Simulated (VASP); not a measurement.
# NbTe8Mo3 (P-3m1) in VASP: single point with PBE

Aim: the single point of NbTe8Mo3 with PBE.

Program: VASP 6.6.1. These are calculated values, not measurements. Logs are shortened: lines on timing, memory, paths and dates and some standing lists are left out, and cuts for length are marked.

**1. The cell of the first run**

The structure is trigonal, space group P-3m1 (No. 164). Conventional cell: a = 3.735 Å, b = 3.735 Å, c = 28.702 Å, α = 90.00°, β = 90.00°, γ = 120.00°. Within 3.8 Å of Nb (site symmetry -3m) lie 6 Te at 2.82 Å and 6 Nb at 3.73 Å. Within 3.8 Å of Te (site symmetry 3m) lie 3 Mo at 2.82 Å and 6 Te at 3.73 Å. Within 3.8 Å of Te (site symmetry 3m) lie 3 Nb at 2.82 Å and 6 Te at 3.73 Å. Within 3.8 Å of Te (site symmetry 3m) lie 3 Mo at 2.82 Å and 6 Te at 3.73 Å. Te (site symmetry 3m) has 3 Mo at 2.82 Å and 6 Te at 3.73 Å within 3.8 Å. Within 3.8 Å of Mo (site symmetry -3m) lie 6 Te at 2.82 Å and 6 Mo at 3.73 Å. Mo (site symmetry 3m) has 6 Te at 2.82 Å and 6 Mo at 3.73 Å within 3.8 Å.

**2. Single point, PBE**

INCAR

```
PREC = Accurate
ENCUT = 500
EDIFF = 1E-6
ISMEAR = 0
SIGMA = 0.1
LREAL = F
LASPH = T
NELM = 120
ALGO = Normal
ISIF = 2
LWAVE = F
LCHARG = T
GGA = PE
LELF = T
LVHAR = T
NBANDS = 64
GGA_COMPAT = F
```

KPOINTS

```
regular mesh
0
Gamma
  6 6 1
```

POSCAR

```
NbTe8Mo3
1.0
    3.7346338900      0.0000000000      0.0000000000
   -1.8673169400      3.2342878200      0.0000000000
    0.0000000000      0.0000000000     28.7019658700
Nb Te Mo
1 8 3
Direct
    0.0000000000      0.0000000000      0.5000000000
    0.6666666700      0.3333333300      0.1864080600
    0.6666666700      0.3333333300      0.4364080600
    0.6666666700      0.3333333300      0.6864080600
    0.6666666700      0.3333333300      0.9364080600
    0.3333333300      0.6666666700      0.0635919400
    0.3333333300      0.6666666700      0.3135919400
    0.3333333300      0.6666666700      0.5635919400
    0.3333333300      0.6666666700      0.8135919400
    0.0000000000      0.0000000000      0.0000000000
    0.0000000000      0.0000000000      0.2500000000
    0.0000000000      0.0000000000      0.7500000000
```

Potentials or basis: VASP PAW PBE potentials, release 64 (Nb_sv, Te, Mo_sv).

Started as:

```bash
$ cat potpaw_PBE.64/Nb_sv/POTCAR potpaw_PBE.64/Te/POTCAR potpaw_PBE.64/Mo_sv/POTCAR > POTCAR
$ mpirun -np 1 vasp_std > vasp.out
```

OUTCAR:

```text
PREC = Accurate
   ENCUT = 500
   EDIFF = 1E-6
   ISMEAR = 0
   LREAL = F
   LASPH = T
   NELM = 120
   ISIF = 2
   GGA = PE

 ion  position               nearest neighbor table
   1  0.000  0.000  0.500-   3 2.82   8 2.82   8 2.82   3 2.82   3 2.82   8 2.82
   2  0.667  0.333  0.186-  11 2.82  11 2.82  11 2.82
   3  0.667  0.333  0.436-   1 2.82   1 2.82   1 2.82
   4  0.667  0.333  0.686-  12 2.82  12 2.82  12 2.82
   5  0.667  0.333  0.936-  10 2.82  10 2.82  10 2.82
   6  0.333  0.667  0.064-  10 2.82  10 2.82  10 2.82
   7  0.333  0.667  0.314-  11 2.82  11 2.82  11 2.82
   8  0.333  0.667  0.564-   1 2.82   1 2.82   1 2.82
   9  0.333  0.667  0.814-  12 2.82  12 2.82  12 2.82
  10  0.000  0.000  0.000-   5 2.82   6 2.82   6 2.82   5 2.82   5 2.82   6 2.82
  11  0.000  0.000  0.250-   2 2.82   7 2.82   7 2.82   2 2.82   2 2.82   7 2.82
  12  0.000  0.000  0.750-   4 2.82   9 2.82   9 2.82   4 2.82   4 2.82   9 2.82

  LATTYP: Found a hexagonal cell.
 ALAT       =     3.7346338900
 C/A-ratio  =     7.6853492780

  Lattice vectors:

 A1 = (   3.7346338900,   0.0000000000,   0.0000000000)
 A2 = (  -1.8673169400,   3.2342878200,   0.0000000000)
 A3 = (   0.0000000000,   0.0000000000,  28.7019658700)

Analysis of symmetry for initial positions (statically):
=====================================================================
 Subroutine PRICEL returns:
 Original cell was already a primitive cell.

 Routine SETGRP: Setting up the symmetry group for a
 hexagonal supercell.

 Subroutine GETGRP returns: Found 12 space group operations
 (whereof 12 operations were pure point group operations)
 out of a pool of 24 trial point group operations.

The static configuration has the point symmetry D_3d.

Analysis of symmetry for dynamics (positions and initial velocities):
=====================================================================
 Subroutine PRICEL returns:
 Original cell was already a primitive cell.

 Routine SETGRP: Setting up the symmetry group for a
 hexagonal supercell.

 Subroutine GETGRP returns: Found 12 space group operations
 (whereof 12 operations were pure point group operations)
 out of a pool of 24 trial point group operations.

The dynamic configuration has the point symmetry D_3d.

 Subroutine INISYM returns: Found 12 space group operations
 (whereof 12 operations are pure point group operations),
 and found     1 'primitive' translations

----------------------------------------------------------------------------------------

                                     Primitive cell

  volume of cell :     346.6876

  direct lattice vectors                    reciprocal lattice vectors
     3.734633890  0.000000000  0.000000000     0.267763864  0.154593539  0.000000000
    -1.867316940  3.234287820  0.000000000     0.000000000  0.309187078  0.000000000
     0.000000000  0.000000000 28.701965870     0.000000000  0.000000000  0.034840819

  length of vectors
     3.734633890  3.734633885 28.701965870     0.309187077  0.309187078  0.034840819

  position of ions in fractional coordinates (direct lattice)
     0.000000000  0.000000000  0.500000000
     0.666666670  0.333333330  0.186408060
     0.666666670  0.333333330  0.436408060
     0.666666670  0.333333330  0.686408060
     0.666666670  0.333333330  0.936408060
     0.333333330  0.666666670  0.063591940
     0.333333330  0.666666670  0.313591940
     0.333333330  0.666666670  0.563591940
     0.333333330  0.666666670  0.813591940
     0.000000000  0.000000000  0.000000000
     0.000000000  0.000000000  0.250000000
     0.000000000  0.000000000  0.750000000

  ion indices of the primitive-cell ions
   primitive index   ion index
                 1           1
                 2           2
                 3           3
                 4           4
                 5           5
                 6           6
                 7           7
                 8           8
                 9           9
                10          10
                11          11
                12          12

----------------------------------------------------------------------------------------

 KPOINTS: regular mesh

Automatic generation of k-mesh.
 Grid dimensions read from file:
 generate k-points for:    6    6    1

 Generating k-lattice:

  Cartesian coordinates                     Fractional coordinates (reciprocal lattice)
     0.044627311  0.025765590  0.000000000     0.166666667  0.000000000  0.000000000
     0.000000000  0.051531180  0.000000000     0.000000000  0.166666667  0.000000000
     0.000000000  0.000000000  0.034840819     0.000000000  0.000000000  1.000000000

  Length of vectors
     0.051531180  0.051531180  0.034840819

  Shift w.r.t. Gamma in fractional coordinates (k-lattice)
     0.000000000  0.000000000  0.000000000

 Subroutine IBZKPT returns following result:
 ===========================================

 Found      7 irreducible k-points:

 Following reciprocal coordinates:
            Coordinates               Weight
  0.000000  0.000000  0.000000      1.000000
  0.166667 -0.000000  0.000000      6.000000
  0.333333  0.000000  0.000000      6.000000
  0.500000 -0.000000  0.000000      3.000000
  0.166667  0.166667  0.000000      6.000000
  0.333333  0.166667  0.000000     12.000000
  0.333333  0.333333  0.000000      2.000000
   k-points           NKPTS =      7   k-points in BZ     NKDIM =      7   number of bands    NBANDS=     64
   number of dos      NEDOS =    301   number of ions     NIONS =     12
   total plane-waves  NPLWV = 164640
   dimension x,y,z NGX =    28 NGY =   28 NGZ =  210
   dimension x,y,z NGXF=    56 NGYF=   56 NGZF=  420
   ions per type =               1   8   3
   NGX,Y,Z   is equivalent  to a cutoff of  12.46, 12.46, 12.16 a.u.
   NGXF,Y,Z  is equivalent  to a cutoff of  24.93, 24.93, 24.33 a.u.
 SYSTEM =  unknown system
   PREC   = accura    normal or accurate (medium, high low for compatibility)
   ISTART =      0    job   : 0-new  1-cont  2-samecut
   ICHARG =      2    charge: 1-file 2-atom 10-const
   ISPIN  =      1    spin polarized calculation?
   LNONCOLLINEAR =      F non collinear calculations
   LSORBIT =      F    spin-orbit coupling
   LASPH  =      T    aspherical Exc in radial PAW
   ENCUT  =  500.0 eV  36.75 Ry    6.06 a.u.   6.81  6.81 52.33*2*pi/ulx,y,z
   NELM   =    120;   NELMIN=  2; NELMDL= -5     # of ELM steps
   EDIFF  = 0.1E-05   stopping-criterion for ELM
   LREAL  =      F    real-space projection
   EDIFFG = 0.1E-04   stopping-criterion for IOM
   NSW    =      0    number of steps for IOM
   IBRION =     -1    ionic relax: 0-MD 1-quasi-New 2-CG
   NFREE  =      0    steps in history (QN), initial steepest desc. (CG)
   ISIF   =      2    stress and relaxation
   ISYM   =      2    0-nonsym 1-usesym 2-fastsym
   POTIM  = 0.5000    time-step for ionic-motion
   TEBEG  =    0.0;   TEEND  =   0.0 temperature during run
   PSTRESS=    0.0 pullay stress
   NELECT =     103.0000    total number of electrons
   NUPDOWN=      -1.0000    fix difference up-down
   EMIN   =  10.00;   EMAX   =-10.00  energy-range for DOS
   EFERMI =   0.00;   METHOD = LEGACY
   ISMEAR =     0;   SIGMA  =   0.10  broadening in eV -4-tet -1-fermi 0-gaus
   EFERMI_NEDOS =   21; number of points for ismear=-14 and -15
   IALGO  =     38    algorithm
   IMIX   =      4    mixing-type and parameters
     AMIX     =   0.40;   BMIX     =  1.00
     AMIX_MAG =   1.60;   BMIX_MAG =  1.00
  volume/ion in A,a.u.               =      28.89       194.96
  Fermi-wavevector in a.u.,A,eV,Ry     =   1.092382  2.064302 16.235805  1.193298
  Thomas-Fermi vector in A             =   2.228646
   LORBIT       =      0    0 simple, 1 ext, 2 COOP (PROOUT), +10 PAW based schemes
   GGA     = PE    functional components
   LHFCALC =     F    Hartree Fock is set to
   AEXX    =    0.0000 exact exchange contribution
   IVDW    =     0    specifies the selected vdW correction
   LEPSILON=     F    determine dielectric tensor
   LRPA    =     F    only Hartree local field effects (RPA)
 non-spin polarized calculation
 Gauss-broadening in eV      SIGMA  =   0.10
  energy-cutoff  :      500.00
  volume of cell :      346.69
 maximum number of plane-waves:      8829
 NGX is ok and might be reduce to    28
   NGX = 13   NGY = 13   NGZ =105

 number of electron     102.9999984 magnetization

 Free energy of the ion-electron system (eV)
  ---------------------------------------------------
  ext. energy  EPLUGINS =         0.00000000
  ---------------------------------------------------
  free energy    TOTEN  =       -69.68334869 eV

  energy without entropy =      -69.64544796  energy(sigma->0) =      -69.66439832

 E-fermi :   6.9203     XC(G=0):  -9.7398

 val. band max:        6.8681227668   @ k =   0.0000   0.0000   0.0000
 cond. band min:       6.9312456932   @ k =   0.3333   0.3333   0.0000
 fundamental gap:      0.0631229265
 Fermi energy:         6.9202742750

 k-point     1 :       0.0000    0.0000    0.0000
  band No.  band energies     occupation
      1     -54.6104      2.00000
      2     -54.6104      2.00000
      3     -54.6051      2.00000
      4     -48.5908      2.00000
      5     -28.6889      2.00000
      6     -28.6889      2.00000
[... 55 lines left out ...]
     62       9.6781      0.00000
     63       9.7719      0.00000

 k-point     2 :       0.1667   -0.0000    0.0000
  band No.  band energies     occupation
      1     -54.6094      2.00000
      2     -54.6094      2.00000
      3     -54.6041      2.00000
      4     -48.5889      2.00000
      5     -28.7046      2.00000
      6     -28.7046      2.00000
[... 55 lines left out ...]
     62       8.7324      0.00000
     63       8.8302      0.00000

 k-point     3 :       0.3333    0.0000    0.0000
  band No.  band energies     occupation
      1     -54.6075      2.00000
      2     -54.6075      2.00000
      3     -54.6022      2.00000
      4     -48.5851      2.00000
      5     -28.7358      2.00000
      6     -28.7358      2.00000
[... 55 lines left out ...]
     62       9.0367      0.00000
     63       9.2411      0.00000

 k-point     4 :       0.5000   -0.0000    0.0000
  band No.  band energies     occupation
      1     -54.6065      2.00000
      2     -54.6065      2.00000
      3     -54.6012      2.00000
      4     -48.5833      2.00000
      5     -28.7513      2.00000
      6     -28.7513      2.00000
[... 55 lines left out ...]
     62       9.2521      0.00000
     63       9.2695      0.00000

 k-point     5 :       0.1667    0.1667    0.0000
  band No.  band energies     occupation
      1     -54.6080      2.00000
      2     -54.6079      2.00000
      3     -54.6026      2.00000
      4     -48.5861      2.00000
      5     -28.7251      2.00000
      6     -28.7251      2.00000
[... 55 lines left out ...]
     62       8.4670      0.00000
     63       8.5014      0.00000

 k-point     6 :       0.3333    0.1667    0.0000
  band No.  band energies     occupation
      1     -54.6065      2.00000
      2     -54.6065      2.00000
      3     -54.6012      2.00000
      4     -48.5833      2.00000
      5     -28.7433      2.00000
      6     -28.7433      2.00000
[... 55 lines left out ...]
     62       8.5032      0.00000
     63       8.5753      0.00000

 k-point     7 :       0.3333    0.3333    0.0000
  band No.  band energies     occupation
      1     -54.6060      2.00000
      2     -54.6060      2.00000
      3     -54.6007      2.00000
      4     -48.5823      2.00000
      5     -28.7325      2.00000
      6     -28.7325      2.00000
[... 55 lines left out ...]
     62       8.5692      0.00000
     63       8.9488      0.00000
 [bands above 63 left out]

------------------------ aborting loop because EDIFF is reached ----------------------------------------

  FORCE on cell =-STRESS in cart. coord.  units (eV):
  Direction    XX          YY          ZZ          XY          YZ          ZX
  --------------------------------------------------------------------------------------
  -------------------------------------------------------------------------------------
  Total      -12.1700418    -12.1700418     -7.4312343     -0.0000000     -0.0000000      0.0000000
  in kB      -56.2424603    -56.2424602    -34.3426016     -0.0000001     -0.0000000      0.0000000
  external PRESSURE =     -48.9425074 kB  Pullay stress =       0.0000000 kB

 VOLUME and BASIS-vectors are now :
 -----------------------------------------------------------------------------
  energy-cutoff  :      500.00
  volume of cell :      346.69
      direct lattice vectors                 reciprocal lattice vectors
     3.734633890  0.000000000  0.000000000     0.267763864  0.154593539  0.000000000
    -1.867316940  3.234287820  0.000000000     0.000000000  0.309187078  0.000000000
     0.000000000  0.000000000 28.701965870     0.000000000  0.000000000  0.034840819

 POSITION                                       TOTAL-FORCE (eV/Angst)
 -----------------------------------------------------------------------------------
      0.00000      0.00000     14.35098        -0.000000      0.000000      0.000000
      1.86732      1.07810      5.35028        -0.000000      0.000000      0.692817
      1.86732      1.07810     12.52577         0.000000      0.000000      0.065059
      1.86732      1.07810     19.70126        -0.000000      0.000000      0.657372
      1.86732      1.07810     26.87675        -0.000000     -0.000000      0.689145
     -0.00000      2.15619      1.82521        -0.000000      0.000000     -0.689145
     -0.00000      2.15619      9.00071         0.000000     -0.000000     -0.657372
     -0.00000      2.15619     16.17620        -0.000000      0.000000     -0.065059
     -0.00000      2.15619     23.35169         0.000000     -0.000000     -0.692817
      0.00000      0.00000      0.00000        -0.000000      0.000000      0.000000
      0.00000      0.00000      7.17549        -0.000000      0.000000     -0.013117
      0.00000      0.00000     21.52647        -0.000000     -0.000000      0.013117
 -----------------------------------------------------------------------------------
    total drift:                               -0.000000      0.000000      0.000000

  FREE ENERGIE OF THE ION-ELECTRON SYSTEM (eV)
  ---------------------------------------------------
  free  energy   TOTEN  =       -69.6833486872 eV

  energy  without entropy=      -69.6454479591  energy(sigma->0) =      -69.66439832
```

Run time: 9.2 min. Hardware: 1 thread of Intel Xeon 8259CL, shared host; peak memory 0.49 GiB.

What came out:

```yaml
Free_energy: -69.6833 eV
Pressure: -4.9 GPa
Largest_force: 0.693 eV/Å
Band_gap_on_the_k_mesh: zero (an odd number of electrons rules out a gap without spin polarisation)
```

Forces on the atoms (eV/Å):
```
Nb   0.000  0.000  0.000
Te   0.000  0.000  0.693
Te   0.000  0.000  0.065
Te   0.000  0.000  0.657
Te   0.000  0.000  0.689
Te   0.000  0.000 -0.689
Te   0.000  0.000 -0.657
Te   0.000  0.000 -0.065
Te   0.000  0.000 -0.693
Mo   0.000  0.000  0.000
Mo   0.000  0.000 -0.013
Mo   0.000  0.000  0.013
```

Caveat: the cell stands under tension; spin-orbit coupling is left out, which moves the levels of the heavy elements; this functional lacks dispersion, which binds the layers, so the pressure and a relaxed spacing across them are unreliable.
